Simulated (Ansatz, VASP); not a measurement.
One calculation of KMgPd3, two programs

Contents of INCAR:

```
SYSTEM = KMgPd3
PREC = Accurate
ENCUT = 600
EDIFF = 1E-7
ISMEAR = 0
SIGMA = 0.1
LREAL = .FALSE.
LASPH = .TRUE.
NELM = 120
ALGO = Normal
ISIF = 3
LWAVE = .FALSE.
LCHARG = .FALSE.
GGA = PE
IBRION = 2
NSW = 100
EDIFFG = -0.01
GGA_COMPAT = .FALSE.
NELMIN = 4
```

KPOINTS

```
Automatic mesh
0
G
  8 8 8
  0 0 0
```

POSCAR

```
KMgPd3
1.0
    4.9825022572      0.0000000000      0.0000000000
    0.0000000000      4.9825022572      0.0000000000
    0.0000000000      0.0000000000      4.9825022572
K Mg Pd
1 1 3
Direct
    0.5000000000      0.5000000000      0.5000000000
    0.0000000000      0.0000000000      0.0000000000
    0.5000000000      0.5000000000      0.0000000000
    0.5000000000      0.0000000000      0.5000000000
    0.0000000000      0.5000000000      0.5000000000
```

Input for Ansatz:

```yaml
crystal:
  lattice:
    - [4.9825022572, 0.0, 0.0]
    - [0.0, 4.9825022572, 0.0]
    - [0.0, 0.0, 4.9825022572]
  atoms:
    - { symbol: K, position: [0.5, 0.5, 0.5] }
    - { symbol: Mg, position: [0.0, 0.0, 0.0] }
    - { symbol: Pd, position: [0.5, 0.5, 0.0] }
    - { symbol: Pd, position: [0.5, 0.0, 0.5] }
    - { symbol: Pd, position: [0.0, 0.5, 0.5] }
basis:
  ecutwfc: 420
kpoints:
  mp_grid: { grid: [8, 8, 8] }
hamiltonian:
  xc: pbe
scf:
  occupations: { method: gaussian, width: 0.1 }
output:
  forces: true
  stress: true
  eigenvalues: true
  write_density: true
  write_potential: true
  elf: true
  volumetric_format: npy
relax:
  adjacent_minimum: "off"
  f_tol: 0.01
  max_steps: 80
  cell: { stress_tol: 0.05 }
```

Change from the starting cell: species swapped into the Dy3AlN type (Pm-3m, No. 221).

Alike in both runs: task relaxation of cell and atoms; functional PBE; k mesh 8 × 8 × 8; occupations gaussian, width 0.1 eV; no spin polarisation.

```csv
,VASP,Ansatz
version,VASP 6.6.1,Ansatz 0.2.0
potentials or method,"VASP PAW PBE potentials, release 64 (K_sv, Mg, Pd), cutoff 600 eV","scalar-relativistic, plane waves, PAW"
valence electrons in the cell,41,73
```

|  | VASP | Ansatz | Ansatz less VASP |
| --- | --- | --- | --- |
| gap on the k mesh at the Fermi level, each at its own relaxed structure (eV) | none | none | - |
| relaxed volume (Å³/atom) | 25.19 | 24.93 | -0.255 |
| relaxed cell length with the largest relative difference (Å) | 5.013 | 4.996 | -0.0170 |

A gap of «none» marks a metal or a gap that the smearing closes. VASP's potentials hold 41 valence electrons a cell and Ansatz's 73, so a difference there can come from the potentials and not from the codes.
